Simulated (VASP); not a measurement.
# P (Cmce) in VASP: single point with PBEsol

Aim: the single point of P with PBEsol.

All numbers are computed with VASP 6.6.1; they aren't measurements. Logs are shortened: lines on timing, memory, paths and dates and some standing lists are left out, and cuts for length are marked.

**1. The cell of the first run**

The structure is orthorhombic, space group Cmce (No. 64). The conventional cell has a = 3.316 Å, b = 10.282 Å, c = 4.203 Å, α = 90.00°, β = 90.00°, γ = 90.00°. Within 2.9 Å of P (site symmetry m) lie 3 P at 2.23 to 2.25 Å.

**2. Single point, PBEsol**

INCAR

```
SYSTEM = P
ALGO = Normal
EDIFF = 1E-6
ENCUT = 520
GGA = PS
ISIF = 2
ISMEAR = -1
LASPH = .TRUE.
LCHARG = .FALSE.
LREAL = .FALSE.
LWAVE = .FALSE.
NBANDS = 18
NELM = 60
PREC = Accurate
SIGMA = 0.05
```

KPOINTS

```
k-points
0
G
  11 11 8
  0 0 0
```

POSCAR

```
P
1.0
    1.6579289641     -5.1409716389      0.0000000000
    1.6579289641      5.1409716389      0.0000000000
    0.0000000000      0.0000000000      4.2029533209
P
4
Direct
    0.1052915709      0.8947084291      0.0730296713
    0.6052915709      0.3947084291      0.4269703287
    0.8947084291      0.1052915709      0.9269703287
    0.3947084291      0.6052915709      0.5730296713
```

Potentials or basis: VASP PAW PBE potentials, release 64 (P).

Run with:

```console
$ cat potpaw_PBE.64/P/POTCAR > POTCAR
$ mpirun -np 1 vasp_std > vasp.out
```

OUTCAR:

```text
SYSTEM = P
   EDIFF = 1E-6
   ENCUT = 520
   GGA = PS
   ISIF = 2
   ISMEAR = -1
   LASPH = .TRUE.
   LREAL = .FALSE.
   NELM = 60
   PREC = Accurate

 ion  position               nearest neighbor table
   1  0.105  0.895  0.073-   2 2.23   2 2.23   3 2.25
   2  0.605  0.395  0.427-   1 2.23   1 2.23   4 2.25
   3  0.895  0.105  0.927-   4 2.23   4 2.23   1 2.25
   4  0.395  0.605  0.573-   3 2.23   3 2.23   2 2.25

  LATTYP: Found a base centered orthorhombic cell.
 ALAT       =     3.3158579282
 B/A-ratio  =     3.1008395114
 C/A-ratio  =     1.2675311826

  Lattice vectors:

 A1 = (   1.6579289641,  -5.1409716389,   0.0000000000)
 A2 = (   1.6579289641,   5.1409716389,   0.0000000000)
 A3 = (   0.0000000000,   0.0000000000,   4.2029533209)

Analysis of symmetry for initial positions (statically):
=====================================================================
 Subroutine PRICEL returns:
 Original cell was already a primitive cell.

 Routine SETGRP: Setting up the symmetry group for a
 base centered orthorhombic supercell.

 Subroutine GETGRP returns: Found  8 space group operations
 (whereof  4 operations were pure point group operations)
 out of a pool of  8 trial point group operations.

The static configuration has the point symmetry C_2h.
 The point group associated with its full space group is D_2h.

Analysis of symmetry for dynamics (positions and initial velocities):
=====================================================================
 Subroutine PRICEL returns:
 Original cell was already a primitive cell.

 Routine SETGRP: Setting up the symmetry group for a
 base centered orthorhombic supercell.

 Subroutine GETGRP returns: Found  8 space group operations
 (whereof  4 operations were pure point group operations)
 out of a pool of  8 trial point group operations.

The dynamic configuration has the point symmetry C_2h.
 The point group associated with its full space group is D_2h.

 Subroutine INISYM returns: Found  8 space group operations
 (whereof  4 operations are pure point group operations),
 and found     1 'primitive' translations

----------------------------------------------------------------------------------------

                                     Primitive cell

  volume of cell :      71.6466
[... 89 lines left out ...]
   LSORBIT =      F    spin-orbit coupling
   LASPH  =      T    aspherical Exc in radial PAW
   ENCUT  =  520.0 eV  38.22 Ry    6.18 a.u.  10.04 10.04  7.81*2*pi/ulx,y,z
   NELM   =     60;   NELMIN=  2; NELMDL= -5     # of ELM steps
   EDIFF  = 0.1E-05   stopping-criterion for ELM
   LREAL  =      F    real-space projection
   EDIFFG = 0.1E-04   stopping-criterion for IOM
   NSW    =      0    number of steps for IOM
   IBRION =     -1    ionic relax: 0-MD 1-quasi-New 2-CG
   NFREE  =      0    steps in history (QN), initial steepest desc. (CG)
   ISIF   =      2    stress and relaxation
   ISYM   =      2    0-nonsym 1-usesym 2-fastsym
   POTIM  = 0.5000    time-step for ionic-motion
   TEBEG  =    0.0;   TEEND  =   0.0 temperature during run
   PSTRESS=    0.0 pullay stress
   NELECT =      20.0000    total number of electrons
   NUPDOWN=      -1.0000    fix difference up-down
   EMIN   =  10.00;   EMAX   =-10.00  energy-range for DOS
   EFERMI =   0.00;   METHOD = LEGACY
   ISMEAR =    -1;   SIGMA  =   0.05  broadening in eV -4-tet -1-fermi 0-gaus
   EFERMI_NEDOS =   21; number of points for ismear=-14 and -15
   IALGO  =     38    algorithm
   IMIX   =      4    mixing-type and parameters
     AMIX     =   0.40;   BMIX     =  1.00
     AMIX_MAG =   1.60;   BMIX_MAG =  1.00
  volume/ion in A,a.u.               =      17.91       120.87
  Fermi-wavevector in a.u.,A,eV,Ry     =   1.069924  2.021863 15.575098  1.144737
  Thomas-Fermi vector in A             =   2.205618
   LORBIT       =      0    0 simple, 1 ext, 2 COOP (PROOUT), +10 PAW based schemes
   GGA     = PS    functional components
   LHFCALC =     F    Hartree Fock is set to
   AEXX    =    0.0000 exact exchange contribution
   IVDW    =     0    specifies the selected vdW correction
   LEPSILON=     F    determine dielectric tensor
   LRPA    =     F    only Hartree local field effects (RPA)
 non-spin polarized calculation
  energy-cutoff  :      520.00
  volume of cell :       71.65
 maximum number of plane-waves:      1949
   NGX = 21   NGY = 21   NGZ = 15

 number of electron      20.0000001 magnetization

 Free energy of the ion-electron system (eV)
  ---------------------------------------------------
  ext. energy  EPLUGINS =         0.00000000
  ---------------------------------------------------
  free energy    TOTEN  =       -23.05067708 eV

  energy without entropy =      -23.04937545  energy(sigma->0) =      -23.05002626

 E-fermi :   7.1604     XC(G=0): -10.3193

 val. band max:        7.1357742462   @ k =  -0.4545   0.0909   0.0000
 cond. band min:       7.2566667363   @ k =   0.4545   0.3636   0.0000
 fundamental gap:      0.1208924901
 Fermi energy:         7.1604053996

 k-point     1 :       0.0000    0.0000    0.0000
  band No.  band energies     occupation
      1      -8.7935      2.00000
      2      -5.4974      2.00000
      3      -2.0118      2.00000
      4      -0.0941      2.00000
      5       2.0417      2.00000
      6       2.8652      2.00000
[... 481 lines left out ...]
      5       2.1452      2.00000
      6       2.5223      2.00000
[... 10 lines left out ...]
     17      13.5878      0.00000
     18      14.2608      0.00000

 [... further k-points ...]

------------------------ aborting loop because EDIFF is reached ----------------------------------------

  FORCE on cell =-STRESS in cart. coord.  units (eV):
  Direction    XX          YY          ZZ          XY          YZ          ZX
  --------------------------------------------------------------------------------------
  -------------------------------------------------------------------------------------
  Total       -0.0207226     -0.0557941     -0.0355062      0.0000000      0.0000000      0.0000000
  in kB       -0.4634028     -1.2476800     -0.7939979      0.0000000      0.0000000      0.0000000
  external PRESSURE =      -0.8350269 kB  Pullay stress =       0.0000000 kB

 VOLUME and BASIS-vectors are now :
 -----------------------------------------------------------------------------
  energy-cutoff  :      520.00
  volume of cell :       71.65
      direct lattice vectors                 reciprocal lattice vectors
     1.657928964 -5.140971639  0.000000000     0.301581075 -0.097257879  0.000000000
     1.657928964  5.140971639  0.000000000     0.301581075  0.097257879  0.000000000
     0.000000000  0.000000000  4.202953321     0.000000000  0.000000000  0.237927934

 POSITION                                       TOTAL-FORCE (eV/Angst)
 -----------------------------------------------------------------------------------
      1.65793      4.05837      0.30694         0.000000      0.019734      0.023105
      1.65793     -1.08260      1.79454         0.000000      0.019734     -0.023105
      1.65793     -4.05837      3.89601         0.000000     -0.019734     -0.023105
      1.65793      1.08260      2.40842         0.000000     -0.019734      0.023105
 -----------------------------------------------------------------------------------
    total drift:                               -0.000000     -0.000000      0.000000

  FREE ENERGIE OF THE ION-ELECTRON SYSTEM (eV)
  ---------------------------------------------------
  free  energy   TOTEN  =       -23.0506770836 eV

  energy  without entropy=      -23.0493754454  energy(sigma->0) =      -23.05002626
```

It took 2.4 min on 1 thread of Intel Xeon Platinum 8375C at 2.90GHz (Ice Lake), shared host; peak memory 0.31 GiB.

Results:

* Free energy: -23.0507 eV
* Pressure: -0.1 GPa
* Largest force: 0.030 eV/Å
* Band gap on the k mesh: zero (bands 10 and 11 overlap by 0.22 eV)

Forces on the atoms (eV/Å):
```
P    0.000  0.020  0.023
P    0.000  0.020 -0.023
P    0.000 -0.020 -0.023
P    0.000 -0.020  0.023
```

Levels at points of the mesh, in eV from the Fermi level:
| k point | band 7 | band 8 | band 9 | band 10 | band 11 | band 12 | band 13 | band 14 |
| --- | --- | --- | --- | --- | --- | --- | --- | --- |
| (0.00, 0.00, 0.00) | -4.02 | -2.89 | -2.57 | -1.35 | 0.95 | 1.20 | 1.91 | 3.40 |
| (0.00, 0.00, 0.50) | -3.03 | -3.03 | -0.91 | -0.91 | 1.49 | 1.49 | 2.30 | 2.30 |

Caveat: the PAW data sets were made with another functional, which shifts forces and pressure a little.
